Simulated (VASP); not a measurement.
Input of a VASP 6.6.1 run:

POSCAR

```
MoSe
1.0
    3.5312279558      0.0000000000      3.5312279558
    0.0000000000      3.5312279558      3.5312279558
    0.0000000000      0.0000000000      7.0624559115
Mo Se
2 2
Direct
    1.0000000000      0.0000000000      0.0000000000
    1.0000000000      0.0000000000      0.5000000000
    0.5000000000      0.5000000000      0.7500000000
    0.5000000000      0.5000000000      0.2500000000
```

File INCAR.step1:

```
SYSTEM = MoSe
  ALGO = Normal
  EDIFF = 1E-4
  ENCUT = 520
  GGA = PE
  ISMEAR = 0
  ISPIN = 2
  LASPH = .TRUE.
  LCHARG = .FALSE.
  LDAU = .TRUE.
  LDAUJ = 0 0
  LDAUL = 2 -1
  LDAUTYPE = 2
  LDAUU = 4.38 0
  LMAXMIX = 4
  LREAL = .FALSE.
  LWAVE = .TRUE.
  MAGMOM = 2 -2 0 0
  NBANDS = 32
  NELM = 150
  PREC = Accurate
  SIGMA = 0.1
```

File INCAR.step2:

```
SYSTEM = MoSe
  ALGO = Normal
  EDIFF = 1E-6
  ENCUT = 520
  ISIF = 2
  ISMEAR = 0
  ISPIN = 2
  ISTART = 1
  LASPH = .TRUE.
  LCHARG = .FALSE.
  LDAU = .TRUE.
  LDAUJ = 0 0
  LDAUL = 2 -1
  LDAUPRINT = 1
  LDAUTYPE = 2
  LDAUU = 4.38 0
  LMAXMIX = 4
  LMIXTAU = .TRUE.
  LORBIT = 11
  LREAL = .FALSE.
  LWAVE = .FALSE.
  MAGMOM = 2 -2 0 0
  METAGGA = R2SCAN
  NBANDS = 32
  NELM = 150
  PREC = Accurate
  SIGMA = 0.1
```

The input KPOINTS:

```
k-points
0
G
  12 12 6
  0 0 0
```

Potentials or basis: VASP PAW PBE potentials, release 64 (Mo_sv, Se).

Command:

```bash
$ cat potpaw_PBE.64/Mo_sv/POTCAR potpaw_PBE.64/Se/POTCAR > POTCAR
$ cp INCAR.step1 INCAR
$ mpirun -np 1 vasp_std > vasp.out
$ cp INCAR.step2 INCAR
$ mpirun -np 1 vasp_std > vasp.out
```

Problem. Estimate the site moments.

Solution. Mo +3.65, -3.65; Se +0.00 μB.

Problem. Predict the net moment.

Solution. 0.00 μB per cell.

Problem. Predict the band gap on the k mesh.

Solution. Zero (filled and empty bands overlap).

Problem. What does it give for the pressure?

Solution. -3.7 GPa.

Eigenvalues of the final occupation matrices:
```tsv
site	spin	trace	eigenvalues
site 1 d	1	3.78	0.73 0.73 0.73 0.80 0.80
site 1 d	2	0.18	0.02 0.02 0.05 0.05 0.05
site 2 d	1	0.18	0.02 0.02 0.05 0.05 0.05
site 2 d	2	3.78	0.73 0.73 0.73 0.80 0.80
```

Caveat: the cell stands under tension; the PAW data sets were made with another functional, which shifts forces and pressure a little.
